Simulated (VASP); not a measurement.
# H12C5O3 in VASP: further runs, part 2 of 2

VASP 6.6.1.

### Step 3. Single point, PBEsol

This run uses another cell than the first one, of 6.69 Å³/atom.

Contents of INCAR:

```
  PREC = Accurate
  ENCUT = 1000
  EDIFF = 1E-6
  ISMEAR = -1
  SIGMA = 0.05
  LREAL = Auto
  LASPH = True
  NELM = 120
  ALGO = Normal
  ISIF = 2
  LWAVE = False
  LCHARG = True
  GGA = PS
  LELF = True
  LVHAR = True
  NBANDS = 76
  GGA_COMPAT = False
```

Contents of KPOINTS:

```
regular mesh
0
Gamma
  1 1 1
```

Contents of POSCAR:

```
H12C5O3
1.0
    6.3467570000     -0.1068580000     -0.0378360000
   -0.1068580000      6.4952230000      0.0436110000
   -0.0378360000      0.0436110000      6.4944190000
C H O
10 24 6
Direct
    0.8829658707      1.0944917077      0.8778577451
    0.9241588689      0.8964635985      0.7801422731
    0.3756047298      1.0517690377      0.8796387608
    0.4526831017      0.8758838079      0.7684335657
    0.8980665887      0.4122278119      0.3451889354
    0.3442017104      0.4229972045      0.0096199344
    0.5599560531      0.2374468192      0.5426553482
    0.1135526893      0.8379465994      0.2656207877
    0.5460954835      0.7759153752      0.1538896125
    0.8951693356      0.4804781065      0.8769245557
    0.8222761507      1.1870523376      0.7543312344
    0.7603503307      1.0997298349      0.9896356082
    1.0228935238      1.1435207892      0.9557640359
    0.9422739738      0.7977572672      0.9075270453
    0.8174628565      0.8392260798      0.6808353505
    1.0708280784      0.8888953215      0.6845339417
    0.2332951151      1.0935499734      0.7905920678
    0.3365464443      1.0231597124      1.0504731144
    0.5139596083      1.1619521734      0.8778109758
    0.5668847520      0.7860853152      0.8478767207
    0.3337728987      0.7626975576      0.7446650159
    0.5380849921      0.9197430217      0.6320115888
    0.8575445203      0.2486720637      0.3291597319
    1.0637185501      0.4756699432      0.3550590766
    0.4880837253      0.4369534574      0.1019353939
    0.3707522580      0.4489793987     -0.1560035868
    0.4268287808      0.3092474224      0.6140445980
    0.7219136759      0.2554998940      0.5896095894
    0.1590508119      1.0054278872      0.2595105322
    0.0474298945      0.7691827075      0.1250842809
    0.6748217052      0.6956156886      0.0924326038
    0.5648855673      0.9159807464      0.2513891041
    0.9990215655      0.5004202548      0.7340418215
    0.9895627663      0.4857189888      1.0178521598
    0.7492125137      0.5301926569      0.3333977947
    0.1798574421      0.3364230129      0.0544980763
    0.5556440198      0.1308026496      0.3848256346
    0.0771964753      0.7641548285      0.4332173901
    0.3688812209      0.6992746207      0.1553119570
    0.7088983794      0.4449314068      0.8764476046
```

Potentials or basis: VASP PAW PBE potentials, release 64 (C_h, H_h, O_h).

Launch:

```sh
> cat potpaw_PBE.64/C_h/POTCAR potpaw_PBE.64/H_h/POTCAR potpaw_PBE.64/O_h/POTCAR > POTCAR
> mpirun -np 1 vasp_gam > vasp.out
```

OUTCAR:

```text
PREC = Accurate
   ENCUT = 1000
   EDIFF = 1E-6
   ISMEAR = -1
   LREAL = Auto
   LASPH = True
   NELM = 120
   ISIF = 2
   GGA = PS

 ion  position               nearest neighbor table
   1  0.883  0.094  0.878-  13 1.06  11 1.07  12 1.07   2 1.47
   2  0.924  0.896  0.780-  15 1.00  14 1.05  16 1.13   1 1.47
   3  0.376  0.052  0.880-  17 1.11  19 1.11  18 1.15   4 1.46
   4  0.453  0.876  0.768-  21 1.05  20 1.07  22 1.07   3 1.46
   5  0.898  0.412  0.345-  23 1.09  24 1.12  35 1.24
   6  0.344  0.423  0.010-  25 1.09  26 1.10  36 1.21
   7  0.560  0.237  0.543-  28 1.07  27 1.09  37 1.24
   8  0.114  0.838  0.266-  30 1.09  29 1.12  38 1.21
   9  0.546  0.776  0.154-  31 1.07  32 1.12  39 1.21
  10  0.895  0.480  0.877-  34 1.09  33 1.15  40 1.20
  11  0.822  0.187  0.754-   1 1.07
  12  0.760  0.100  0.990-   1 1.07
  13  0.023  0.144  0.956-   1 1.06
  14  0.942  0.798  0.908-   2 1.05
  15  0.817  0.839  0.681-   2 1.00
  16  0.071  0.889  0.685-   2 1.13
[... 22 lines left out ...]
  39  0.369  0.699  0.155-   9 1.21
  40  0.709  0.445  0.876-  10 1.20

  LATTYP: Found a triclinic cell.
 ALAT       =     6.4962483305
 B/A-ratio  =     1.3746626691
 C/A-ratio  =     0.9997579074
 COS(alpha) =     0.0013796139
 COS(beta)  =     0.0135226472
 COS(gamma) =     0.7037680392

  Lattice vectors:

 A1 = (   0.1068580000,  -6.4952230000,  -0.0436110000)
 A2 = (  -6.2398990000,  -6.3883650000,  -0.0057750000)
 A3 = (   0.0378360000,  -0.0436110000,  -6.4944190000)

Analysis of symmetry for initial positions (statically):
=====================================================================
 Subroutine PRICEL returns:
 Original cell was already a primitive cell.

 Routine SETGRP: Setting up the symmetry group for a
 triclinic supercell.

[... 188 lines left out ...]
   IMIX   =      4    mixing-type and parameters
     AMIX     =   0.40;   BMIX     =  1.00
     AMIX_MAG =   1.60;   BMIX_MAG =  1.00
  volume/ion in A,a.u.               =       6.69        45.15
  Fermi-wavevector in a.u.,A,eV,Ry     =   1.179137  2.228246 18.917048  1.390364
  Thomas-Fermi vector in A             =   2.315453
   LORBIT       =      0    0 simple, 1 ext, 2 COOP (PROOUT), +10 PAW based schemes
   GGA     = PS    functional components
   LHFCALC =     F    Hartree Fock is set to
   AEXX    =    0.0000 exact exchange contribution
   IVDW    =     0    specifies the selected vdW correction
   LEPSILON=     F    determine dielectric tensor
   LRPA    =     F    only Hartree local field effects (RPA)
 non-spin polarized calculation
  energy-cutoff  :     1000.00
  volume of cell :      267.63
 maximum number of plane-waves:      9623
 NGX is ok and might be reduce to    70
   NGX = 33   NGY = 33   NGZ = 33

 number of electron     100.0000001 magnetization

 Free energy of the ion-electron system (eV)
  ---------------------------------------------------
  ext. energy  EPLUGINS =         0.00000000
  ---------------------------------------------------
  free energy    TOTEN  =      -208.23866846 eV

  energy without entropy =     -208.23866846  energy(sigma->0) =     -208.23866846

 E-fermi :   2.0125     XC(G=0):  -9.2234

 val. band max:        0.8511299611   @ k =   0.0000   0.0000   0.0000
 cond. band min:       3.1578214633   @ k =   0.0000   0.0000   0.0000
 fundamental gap:      2.3066915022
 Fermi energy:         2.0125430740

 k-point     1 :       0.0000    0.0000    0.0000
  band No.  band energies     occupation
      1     -21.4727      2.00000
      2     -20.8967      2.00000
      3     -20.4271      2.00000
      4     -20.3169      2.00000
      5     -20.1080      2.00000
      6     -19.7808      2.00000
[... 54 lines left out ...]
     61       8.5451      0.00000
     62       8.7034      0.00000
 [bands above 62 left out]

------------------------ aborting loop because EDIFF is reached ----------------------------------------

  FORCE on cell =-STRESS in cart. coord.  units (eV):
  Direction    XX          YY          ZZ          XY          YZ          ZX
  --------------------------------------------------------------------------------------
  -------------------------------------------------------------------------------------
  Total       33.8564580     36.2169690     20.5787973      1.2663238     -0.8729538      4.0095532
  in kB      202.6843790    216.8157660    123.1966072      7.5809482     -5.2260073     24.0035090
  external PRESSURE =     180.8989174 kB  Pullay stress =       0.0000000 kB

 VOLUME and BASIS-vectors are now :
 -----------------------------------------------------------------------------
  energy-cutoff  :     1000.00
  volume of cell :      267.63
      direct lattice vectors                 reciprocal lattice vectors
     6.346757000 -0.106858000 -0.037836000     0.157609708  0.002586912  0.000900851
    -0.106858000  6.495223000  0.043611000     0.002586912  0.154008704 -0.001019120
    -0.037836000  0.043611000  6.494419000     0.000900851 -0.001019120  0.153990454

 POSITION                                       TOTAL-FORCE (eV/Angst)
 -----------------------------------------------------------------------------------
      5.56066      0.55768      5.67189        -0.587040     -1.416002     -1.240811
      5.74010      5.75800      5.07070         3.293051      1.408768      1.199598
      2.34506      0.33448      5.70079         0.288726     -0.104605      0.597817
      2.75040      5.67420      5.01160         0.822031     -0.656479      0.342523
      5.64270      2.59660      2.22580        -0.642895      1.486090     -0.467859
      2.13900      2.71110      0.06790         1.205912     -0.244070     -0.771438
[... 32 lines left out ...]
      2.26060      4.50930      1.02520        -1.222230     -0.095093     -0.165627
      4.41850      2.85240      5.68460        -0.124850      0.668510     -0.407742
 -----------------------------------------------------------------------------------
    total drift:                                0.002213      0.001202     -0.002107

  FREE ENERGIE OF THE ION-ELECTRON SYSTEM (eV)
  ---------------------------------------------------
  free  energy   TOTEN  =      -208.2386684645 eV

  energy  without entropy=     -208.2386684641  energy(sigma->0) =     -208.23866846
```

It took 2.1 min on 1 thread of Intel Xeon Platinum 8488C (Sapphire Rapids), shared host; peak memory 0.69 GiB.

What came out:

```yaml
Free_energy: -208.2387 eV
Pressure: 18.1 GPa
Largest_force: 4.139 eV/Å
Band_gap_on_the_k_mesh: 2.31 eV
```

Forces in eV/Å, atoms in the order of the input:
```
C   -0.587 -1.416 -1.241
C    3.293  1.409  1.200
C    0.289 -0.105  0.598
C    0.822 -0.656  0.343
C   -0.643  1.486 -0.468
C    1.206 -0.244 -0.771
C    0.375 -1.017 -3.624
C   -0.771  1.318  0.182
C    0.312  0.828  1.687
C    0.629  1.326 -0.916
H    0.813  0.463  0.285
H   -0.718 -0.667  0.742
H    0.244  0.817  0.087
H    0.356 -1.873  1.119
H   -3.045 -1.469 -2.387
H   -0.735  0.620  0.905
H    0.630  0.541  0.383
H    0.089  0.322 -1.927
H   -1.161  0.271  0.269
H    0.887 -0.207  0.654
H   -1.265 -1.071 -0.820
H   -0.309 -0.077 -0.624
H    0.281 -0.867  0.023
H   -0.385 -0.335  0.212
H    0.262 -1.003  0.306
H   -0.014  0.971 -0.155
H   -0.373  0.178 -0.049
H    0.214  0.996  1.083
H    0.469  0.014 -0.471
H   -0.192 -0.074 -0.327
H    0.557 -0.246 -0.719
H    0.649 -0.275 -0.734
H   -0.476 -0.219  0.217
H   -0.253  0.604  0.431
O    0.753 -1.092  0.687
O    0.086 -0.457  2.292
O   -1.502  1.182  1.124
O    0.560 -0.550  0.978
O   -1.222 -0.095 -0.166
O   -0.125  0.669 -0.408
```

Caveat: the k points lie up to 0.99 Å⁻¹ apart, too coarse for converged energies, forces and pressures; the atoms stand as in a frame of molecular dynamics; the PAW data sets were made with another functional, which shifts forces and pressure a little.
